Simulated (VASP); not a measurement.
Runs of VASP 6.6.1 on Li2ClF. The structure is that of space group R-3m (No. 166), or close to it. The cells are those of the table. 

```tsv
cell	gap on the mesh (eV)	largest force (eV/Å)
a = 5.687 Å, angles 34.2°, 4 atoms	4.76	0.07
a = 5.501 Å, angles 34.2°, 4 atoms	4.97	0.03
a = 5.402 Å, angles 34.2°, 4 atoms	5.07	(b)
a = 5.596 Å, angles 34.2°, 4 atoms	4.87	0.02
a = 5.776 Å, angles 34.2°, 4 atoms	4.66	(a)
```

Alike in all rows: task single point; level PBE; potentials or basis VASP PAW PBE potentials, release 64 (F, Cl, Li_sv); no spin polarisation; k mesh 4 × 4 × 4; cutoff (eV) 520; smearing gaussian 0.01 eV.

Problem. Fill in the values left out.

Solution. (a) 0.10; (b) 0.09.

Caveats: all runs use coarse meshes.

